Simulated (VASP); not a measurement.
Crystal: GaP.

```xyz
2
Lattice="0.0000 2.7525 2.7525 2.7525 0.0000 2.7525 2.7525 2.7525 0.0000" Properties=species:S:1:pos:R:3 pbc="T T T"
Ga    0.0000    0.0000    0.0000
P     1.3763    1.3763    1.3763
```

| Item | Value |
| --- | --- |
| Program | VASP 6.6.1 |
| Task | relaxation of cell and atoms |
| Functional | LDA |
| Potentials or basis | VASP PAW LDA potentials, release 64 (Ga_d, P) |
| Cutoff | 600 eV |
| k mesh | 8 × 8 × 8 |
| Occupations | fermi-dirac, width 0.02 eV |
| Spin | no spin polarisation |

At the start: pressure -4.9 GPa; volume 20.85 Å³/atom.

**Question.** How do energy, volume and symmetry change on relaxing?

**Answer.** Over 6 steps the energy falls by 19.9 meV/atom and the volume is 19.61 Å³/atom (-6.0 %); space group F-43m (No. 216, to 0.1 Å) before and after.

Step by step:
```
step  energy change (eV)  largest force (eV/Å)  pressure (GPa)  volume (Å³)
   1              0.0000                0.0000           -4.85        41.71
   2             -0.0287                0.0000            3.05        38.01
   3             -0.0398                0.0000           -0.13        39.22
   4             -0.0398                0.0000            0.16        39.17
   5             -0.0398                0.0000           -0.14        39.27
   6             -0.0398                0.0000            0.01        39.22
```

Final structure:
```
Ga P
1.0
     0.00000    2.69657    2.69657
     2.69657    0.00000    2.69657
     2.69657    2.69657    0.00000
Ga P
1 1
Direct
  0.00000 0.00000 0.00000
  0.25000 0.25000 0.25000
```
